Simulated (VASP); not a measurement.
Wanted: the native input for a VASP 6.6.1 run.

```
Task                   : single point
Functional             : PBE
Potentials or basis    : VASP PAW PBE potentials, release 64 (Ag)
Cutoff                 : 520 eV
k mesh                 : 18 × 18 × 18
Occupations            : gaussian, width 0.05 eV
Spin                   : non-collinear spin, zero start, spin-orbit coupling
Starting moments       : [[0.0, 0.0, 0.0]] μB
Dipole correction      : no
Further INCAR settings : ALGO = Normal; EDIFF = 1e-07; NBANDS = 22
```

The structure of Ag lies in POSCAR:

```
Ag
1.0
    0.0000000000      2.0725556827      2.0725556827
    2.0725556827      0.0000000000      2.0725556827
    2.0725556827      2.0725556827      0.0000000000
Ag
1
Direct
    0.0000000000      0.0000000000      0.0000000000
```

The input as run:

INCAR

```
SYSTEM = Ag
  ALGO = Normal
  EDIFF = 1E-7
  ENCUT = 520
  GGA = PE
  GGA_COMPAT = .False.
  ISIF = 2
  ISMEAR = 0
  LASPH = .True.
  LCHARG = .False.
  LMAXMIX = 4
  LORBIT = 11
  LORBMOM = .True.
  LREAL = .False.
  LSORBIT = .True.
  LWAVE = .False.
  MAGMOM = 0 0 0
  NBANDS = 22
  NELM = 150
  PREC = Accurate
  SIGMA = 0.05
```

KPOINTS

```
k-points
0
Gamma
  18 18 18
  0 0 0
```

Potentials or basis: VASP PAW PBE potentials, release 64 (Ag).

Command:

```console
$ cat potpaw_PBE.64/Ag/POTCAR > POTCAR
$ mpirun -np 1 vasp_ncl > vasp.out
```

Results of the run:

```yaml
Pressure: -0.1 GPa
Net_moment: 0.00 μB per cell
Valence_electrons_inside_the_program's_atomic_spheres: Ag 9.84
```

Run time: 110 s on 1 thread of Oxide Virtual Turin-like Processor (shared host), peak memory 0.24 GiB.
